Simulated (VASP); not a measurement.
# Mg (Im-3m) in VASP: a series of runs

Runs on Mg. Level: LDA. Tasks: single point, relaxation of cell and atoms.

Everything below comes from runs of VASP 6.6.1. Logs are shortened: lines on timing, memory, paths and dates and some standing lists are left out, and cuts for length are marked.

**1. The cell of the first run**

Symmetry: Im-3m, No. 229, cubic system. Conventional cell: a = 3.412 Å, b = 3.412 Å, c = 3.412 Å, α = 90.00°, β = 90.00°, γ = 90.00°. Mg (site symmetry m-3m) has 14 Mg at 2.95 to 3.41 Å within 3.9 Å.

**2. Single point, LDA (volume scaled by 0.92)**

INCAR

```
PREC = Accurate ; ENCUT = 520
EDIFF = 1E-6 ; ISMEAR = -1
SIGMA = 0.08 ; LREAL = False
LASPH = True ; NELM = 60
ALGO = Normal ; ISIF = 2
LWAVE = False ; LCHARG = False
NBANDS = 7
```

KPOINTS

```
regular mesh
0
Gamma
  15 15 15
```

POSCAR

```
Mg
1.0
   -1.7058065904      1.7058065904      1.7058065904
    1.7058065904     -1.7058065904      1.7058065904
    1.7058065904      1.7058065904     -1.7058065904
Mg
1
Direct
    0.0000000000      0.0000000000      0.0000000000
```

Potentials or basis: VASP PAW LDA potentials, release 64 (Mg).

Command:

```sh
$ cat potpaw_LDA.64/Mg/POTCAR > POTCAR
$ mpirun -np 1 vasp_std > vasp.out
```

OUTCAR:

```text
PREC = Accurate
   ENCUT = 520
   EDIFF = 1E-6
   ISMEAR = -1
   LREAL = False
   LASPH = True
   NELM = 60
   ISIF = 2

 ion  position               nearest neighbor table
   1  0.000  0.000  0.000-

  LATTYP: Found a body centered cubic cell.
 ALAT       =     3.4116131808

  Lattice vectors:

 A1 = (  -1.7058065904,   1.7058065904,   1.7058065904)
 A2 = (   1.7058065904,  -1.7058065904,   1.7058065904)
 A3 = (   1.7058065904,   1.7058065904,  -1.7058065904)

Analysis of symmetry for initial positions (statically):
=====================================================================
 Subroutine PRICEL returns:
 Original cell was already a primitive cell.

 Routine SETGRP: Setting up the symmetry group for a
 body centered cubic supercell.

 Subroutine GETGRP returns: Found 48 space group operations
[... 9 lines left out ...]

 Routine SETGRP: Setting up the symmetry group for a
 body centered cubic supercell.

 Subroutine GETGRP returns: Found 48 space group operations
[... 11 lines left out ...]
                                     Primitive cell

  volume of cell :      19.8541

  direct lattice vectors                    reciprocal lattice vectors
    -1.705806590  1.705806590  1.705806590     0.000000000  0.293116466  0.293116466
     1.705806590 -1.705806590  1.705806590     0.293116466  0.000000000  0.293116466
     1.705806590  1.705806590 -1.705806590     0.293116466  0.293116466  0.000000000

  length of vectors
     2.954543682  2.954543682  2.954543682     0.414529282  0.414529282  0.414529282

  position of ions in fractional coordinates (direct lattice)
     0.000000000  0.000000000  0.000000000

  ion indices of the primitive-cell ions
   primitive index   ion index
                 1           1

----------------------------------------------------------------------------------------

 KPOINTS: regular mesh

Automatic generation of k-mesh.
 Grid dimensions read from file:
 generate k-points for:   15   15   15

 Generating k-lattice:

  Cartesian coordinates                     Fractional coordinates (reciprocal lattice)
     0.000000000  0.019541098  0.019541098     0.066666667  0.000000000  0.000000000
     0.019541098  0.000000000  0.019541098     0.000000000  0.066666667  0.000000000
     0.019541098  0.019541098  0.000000000     0.000000000  0.000000000  0.066666667

  Length of vectors
     0.027635285  0.027635285  0.027635285

  Shift w.r.t. Gamma in fractional coordinates (k-lattice)
     0.000000000  0.000000000  0.000000000

 Subroutine IBZKPT returns following result:
 ===========================================

 Found    120 irreducible k-points:

 Following reciprocal coordinates:
            Coordinates               Weight
  0.000000  0.000000  0.000000      1.000000
  0.066667  0.000000  0.000000     12.000000
  0.133333  0.000000  0.000000     12.000000
  0.200000  0.000000  0.000000     12.000000
  0.266667  0.000000  0.000000     12.000000
  0.333333  0.000000  0.000000     12.000000
[... 16 lines left out ...]
  0.333333  0.200000  0.000000     48.000000
  0.400000  0.200000 -0.000000     24.000000
 [... further k-points ...]
   k-points           NKPTS =    120   k-points in BZ     NKDIM =    120   number of bands    NBANDS=      7
   number of dos      NEDOS =    301   number of ions     NIONS =      1
   total plane-waves  NPLWV =  13824
   dimension x,y,z NGX =    24 NGY =   24 NGZ =   24
   dimension x,y,z NGXF=    48 NGYF=   48 NGZF=   48
   ions per type =               1
   NGX,Y,Z   is equivalent  to a cutoff of  13.50, 13.50, 13.50 a.u.
   NGXF,Y,Z  is equivalent  to a cutoff of  27.01, 27.01, 27.01 a.u.
 SYSTEM =  unknown system
   PREC   = accura    normal or accurate (medium, high low for compatibility)
   ISTART =      0    job   : 0-new  1-cont  2-samecut
   ICHARG =      2    charge: 1-file 2-atom 10-const
   ISPIN  =      1    spin polarized calculation?
   LNONCOLLINEAR =      F non collinear calculations
   LSORBIT =      F    spin-orbit coupling
   LASPH  =      T    aspherical Exc in radial PAW
   ENCUT  =  520.0 eV  38.22 Ry    6.18 a.u.   5.49  5.49  5.49*2*pi/ulx,y,z
   NELM   =     60;   NELMIN=  2; NELMDL= -5     # of ELM steps
   EDIFF  = 0.1E-05   stopping-criterion for ELM
   LREAL  =      F    real-space projection
   EDIFFG = 0.1E-04   stopping-criterion for IOM
   NSW    =      0    number of steps for IOM
   IBRION =     -1    ionic relax: 0-MD 1-quasi-New 2-CG
   NFREE  =      0    steps in history (QN), initial steepest desc. (CG)
   ISIF   =      2    stress and relaxation
   ISYM   =      2    0-nonsym 1-usesym 2-fastsym
   POTIM  = 0.5000    time-step for ionic-motion
   TEBEG  =    0.0;   TEEND  =   0.0 temperature during run
   PSTRESS=    0.0 pullay stress
   NELECT =       2.0000    total number of electrons
   NUPDOWN=      -1.0000    fix difference up-down
   EMIN   =  10.00;   EMAX   =-10.00  energy-range for DOS
   EFERMI =   0.00;   METHOD = LEGACY
   ISMEAR =    -1;   SIGMA  =   0.08  broadening in eV -4-tet -1-fermi 0-gaus
   EFERMI_NEDOS =   21; number of points for ismear=-14 and -15
   IALGO  =     38    algorithm
   IMIX   =      4    mixing-type and parameters
     AMIX     =   0.40;   BMIX     =  1.00
     AMIX_MAG =   1.60;   BMIX_MAG =  1.00
  volume/ion in A,a.u.               =      19.85       133.98
  Fermi-wavevector in a.u.,A,eV,Ry     =   0.761731  1.439463  7.894567  0.580234
  Thomas-Fermi vector in A             =   1.861036
   LORBIT       =      0    0 simple, 1 ext, 2 COOP (PROOUT), +10 PAW based schemes
   GGA     = CA    functional components
   LHFCALC =     F    Hartree Fock is set to
   AEXX    =    0.0000 exact exchange contribution
   IVDW    =     0    specifies the selected vdW correction
   LEPSILON=     F    determine dielectric tensor
   LRPA    =     F    only Hartree local field effects (RPA)
 non-spin polarized calculation
  energy-cutoff  :      520.00
  volume of cell :       19.85
 maximum number of plane-waves:       555
 NGX is ok and might be reduce to    24
   NGX = 11   NGY = 11   NGZ = 11

 number of electron       2.0000000 magnetization

 Free energy of the ion-electron system (eV)
  ---------------------------------------------------
  ext. energy  EPLUGINS =         0.00000000
  ---------------------------------------------------
  free energy    TOTEN  =        -1.77101935 eV

  energy without entropy =       -1.76414320  energy(sigma->0) =       -1.76758127

 E-fermi :   3.2710     XC(G=0):  -9.1641

 val. band max:        3.2242669565   @ k =   0.4000   0.1333   0.0000
 cond. band min:       3.3378786061   @ k =  -0.4667   0.4667   0.1333
 fundamental gap:      0.1136116496
 Fermi energy:         3.2709891154

 k-point     1 :       0.0000    0.0000    0.0000
  band No.  band energies     occupation
      1      -4.2952      2.00000
      2      17.2043      0.00000
      3      17.2043      0.00000
      4      17.2043      0.00000
      5      19.4620      0.00000
      6      19.4620      0.00000
      7      20.1631      0.00000

 k-point     2 :       0.0667    0.0000    0.0000
  band No.  band energies     occupation
      1      -4.1800      2.00000
      2      15.9886      0.00000
      3      16.6479      0.00000
      4      16.7849      0.00000
      5      18.5275      0.00000
      6      18.6178      0.00000
      7      20.2652      0.00000

 k-point     3 :       0.1333    0.0000    0.0000
  band No.  band energies     occupation
      1      -3.8355      2.00000
      2      13.5936      0.00000
      3      15.6145      0.00000
      4      16.0069      0.00000
      5      17.3935      0.00000
      6      18.1354      0.00000
      7      20.4658      0.00000

 k-point     4 :       0.2000    0.0000    0.0000
  band No.  band energies     occupation
      1      -3.2645      2.00000
      2      11.1405      0.00000
      3      14.6100      0.00000
      4      15.2561      0.00000
      5      16.4252      0.00000
      6      17.6113      0.00000
      7      20.9456      0.00000

 k-point     5 :       0.2667    0.0000    0.0000
  band No.  band energies     occupation
      1      -2.4718      2.00000
      2       8.8130      0.00000
      3      13.7648      0.00000
      4      14.6302      0.00000
      5      15.6480      0.00000
      6      17.0488      0.00000
      7      21.6990      0.00000

 k-point     6 :       0.3333    0.0000    0.0000
  band No.  band energies     occupation
      1      -1.4642      2.00000
      2       6.6491      0.00000
      3      13.1169      0.00000
      4      14.1546      0.00000
      5      15.0660      0.00000
      6      16.5474      0.00000
      7      22.3804      0.00000

 k-point     7 :       0.4000    0.0000    0.0000
  band No.  band energies     occupation
      1      -0.2526      2.00000
      2       4.6663      0.00000
      3      12.6803      0.00000
      4      13.8364      0.00000
      5      14.6789      0.00000
      6      16.1791      0.00000
      7      23.1355      0.00000

 k-point     8 :       0.4667    0.0000    0.0000
  band No.  band energies     occupation
      1       1.1198      2.00000
      2       2.9085      1.97869
      3      12.4608      0.00000
      4      13.6772      0.00000
      5      14.4857      0.00000
      6      15.9855      0.00000
      7      23.7573      0.00000

 k-point     9 :       0.0667    0.0667    0.0000
  band No.  band energies     occupation
      1      -3.9502      2.00000
      2      14.6844      0.00000
      3      15.0513      0.00000
      4      16.2980      0.00000
      5      17.9720      0.00000
      6      18.5814      0.00000
      7      20.4542      0.00000

 k-point    10 :       0.1333    0.0667    0.0000
  band No.  band energies     occupation
      1      -3.4924      2.00000
      2      12.3815      0.00000
      3      13.8734      0.00000
      4      15.4941      0.00000
      5      17.3383      0.00000
      6      18.4355      0.00000
      7      20.2164      0.00000

 k-point    11 :       0.2000    0.0667    0.0000
  band No.  band energies     occupation
      1      -2.8106      2.00000
      2      10.0117      0.00000
      3      12.9604      0.00000
      4      14.7489      0.00000
      5      16.5797      0.00000
      6      18.1719      0.00000
      7      20.3408      0.00000

 k-point    12 :       0.2667    0.0667   -0.0000
  band No.  band energies     occupation
      1      -1.9103      2.00000
      2       7.7758      0.00000
      3      12.2408      0.00000
      4      14.1451      0.00000
      5      15.9266      0.00000
      6      17.7646      0.00000
      7      20.9169      0.00000

 k-point    13 :       0.3333    0.0667    0.0000
  band No.  band energies     occupation
      1      -0.8001      2.00000
      2       5.7071      0.00000
      3      11.7221      0.00000
      4      13.7053      0.00000
      5      15.4432      0.00000
      6      17.3886      0.00000
      7      21.7597      0.00000

 k-point    14 :       0.4000    0.0667    0.0000
  band No.  band energies     occupation
      1       0.5024      2.00000
      2       3.8289      0.00187
      3      11.4091      0.00000
      4      13.4385      0.00000
      5      15.1488      0.00000
      6      17.1385      0.00000
      7      22.7044      0.00000

 k-point    15 :       0.4667    0.0667    0.0000
  band No.  band energies     occupation
      1       1.6906      2.00000
      2       2.4488      1.99993
      3      11.3045      0.00000
      4      13.3491      0.00000
      5      15.0501      0.00000
      6      17.0518      0.00000
      7      23.2798      0.00000

 k-point    16 :       0.1333    0.1333    0.0000
  band No.  band energies     occupation
      1      -2.9238      2.00000
      2      11.0385      0.00000
      3      11.8701      0.00000
      4      14.7228      0.00000
      5      17.3860      0.00000
      6      18.4886      0.00000
      7      21.1212      0.00000

 k-point    17 :       0.2000    0.1333   -0.0000
  band No.  band energies     occupation
      1      -2.1344      2.00000
      2       9.0143      0.00000
      3      10.7936      0.00000
      4      14.0223      0.00000
      5      17.0343      0.00000
      6      18.7306      0.00000
      7      20.8072      0.00000

 k-point    18 :       0.2667    0.1333    0.0000
  band No.  band energies     occupation
      1      -1.1313      2.00000
      2       6.9175      0.00000
      3      10.1315      0.00000
      4      13.4722      0.00000
      5      16.5665      0.00000
      6      19.0863      0.00000
      7      20.7132      0.00000

 k-point    19 :       0.3333    0.1333   -0.0000
  band No.  band energies     occupation
      1       0.0743      2.00000
      2       4.9637      0.00000
      3       9.7031      0.00000
      4      13.0971      0.00000
      5      16.2116      0.00000
      6      19.1464      0.00000
      7      21.2450      0.00000

 k-point    20 :       0.4000    0.1333    0.0000
  band No.  band energies     occupation
      1       1.4369      2.00000
      2       3.2243      1.28399
      3       9.4903      0.00000
      4      12.9073      0.00000
      5      16.0266      0.00000
      6      19.0842      0.00000
      7      22.0290      0.00000

 k-point    21 :       0.2000    0.2000    0.0000
  band No.  band energies     occupation
      1      -1.2420      2.00000
      2       7.9115      0.00000
      3       8.9855      0.00000
      4      13.3842      0.00000
      5      17.4079      0.00000
      6      18.6747      0.00000
      7      22.3546      0.00000

 k-point    22 :       0.2667    0.2000   -0.0000
  band No.  band energies     occupation
      1      -0.1423      2.00000
      2       6.2105      0.00000
      3       8.1245      0.00000
      4      12.9087      0.00000
      5      17.3448      0.00000
      6      19.2036      0.00000
      7      22.0675      0.00000

 k-point    23 :       0.3333    0.2000    0.0000
  band No.  band energies     occupation
      1       1.1453      2.00000
      2       4.4207      0.00000
      3       7.7442      0.00000
      4      12.6179      0.00000
      5      17.1605      0.00000
      6      20.0917      0.00000
      7      21.6297      0.00000

 k-point    24 :       0.4000    0.2000   -0.0000
  band No.  band energies     occupation
      1       2.3071      1.99999
      2       3.0828      1.82628
      3       7.6255      0.00000
      4      12.5201      0.00000
      5      17.0862      0.00000
      6      20.8636      0.00000
      7      21.1182      0.00000

 [... further k-points ...]
[... 5 lines left out ...]
  --------------------------------------------------------------------------------------
  -------------------------------------------------------------------------------------
  Total        0.4313112      0.4313112      0.4313112     -0.0000000      0.0000000     -0.0000000
  in kB       34.8058242     34.8058242     34.8058242     -0.0000000      0.0000000     -0.0000000
  external PRESSURE =      34.8058242 kB  Pullay stress =       0.0000000 kB

 VOLUME and BASIS-vectors are now :
 -----------------------------------------------------------------------------
  energy-cutoff  :      520.00
  volume of cell :       19.85
      direct lattice vectors                 reciprocal lattice vectors
    -1.705806590  1.705806590  1.705806590     0.000000000  0.293116466  0.293116466
     1.705806590 -1.705806590  1.705806590     0.293116466  0.000000000  0.293116466
     1.705806590  1.705806590 -1.705806590     0.293116466  0.293116466  0.000000000

 POSITION                                       TOTAL-FORCE (eV/Angst)
 -----------------------------------------------------------------------------------
      0.00000      0.00000      0.00000        -0.000000     -0.000000     -0.000000
 -----------------------------------------------------------------------------------
    total drift:                                0.000000      0.000000      0.000000

  FREE ENERGIE OF THE ION-ELECTRON SYSTEM (eV)
  ---------------------------------------------------
  free  energy   TOTEN  =        -1.7710193468 eV

  energy  without entropy=       -1.7641432017  energy(sigma->0) =       -1.76758127
```

Wall time 7.5 s (1 thread of Intel Xeon Platinum 8259CL at 2.50GHz (Skylake/Cascade Lake), shared host); peak memory 0.13 GiB.

What came out:

```yaml
Free_energy: -1.7710 eV
Pressure: 3.5 GPa
Band_gap_on_the_k_mesh: zero (band 1 reaches 6.16 eV, above the bottom of band 2 at 2.45 eV)
```

Caveat: the cell differs from its parent crystal (volume scaled by 0.92).

**3. Single point, LDA**

This run uses another cell than the first one, of 21.58 Å³/atom, 1.087 times its volume.

INCAR

```
ALGO = Normal ; EDIFF = 1E-6
ENCUT = 520 ; ISIF = 2
ISMEAR = -1 ; LASPH = True
LCHARG = False ; LREAL = False
LWAVE = False ; NBANDS = 7
NELM = 100 ; PREC = Accurate
SIGMA = 0.08
```

KPOINTS

```
k-points
0
Gamma
  15 15 15
```

POSCAR

```
Mg
1.0
   -1.7538825703      1.7538825703      1.7538825703
    1.7538825703     -1.7538825703      1.7538825703
    1.7538825703      1.7538825703     -1.7538825703
Mg
1
Direct
    0.0000000000      0.0000000000      0.0000000000
```

Potentials or basis: VASP PAW LDA potentials, release 64 (Mg).

Command:

```sh
$ cat potpaw_LDA.64/Mg/POTCAR > POTCAR
$ mpirun -np 1 vasp_std > vasp.out
```

Wall time 7.7 s (1 thread of Intel Xeon Platinum 8259CL at 2.50GHz (Skylake/Cascade Lake), shared host); peak memory 0.13 GiB.

The run converged. Its results:

| Quantity | Value |
| --- | --- |
| Free energy | -1.7865 eV |
| Pressure | -0.3 GPa |
| Band gap on the k mesh | zero (band 1 reaches 5.60 eV, above the bottom of band 2 at 1.96 eV) |

Levels at points of the mesh, in eV from the Fermi level:
```tsv
k point	band 1	band 2	band 3	band 4	band 5	band 6
(0.00, 0.00, 0.00)	-7.19	13.36	13.36	13.36	15.52	15.52
```

[end of part 1 of 2]
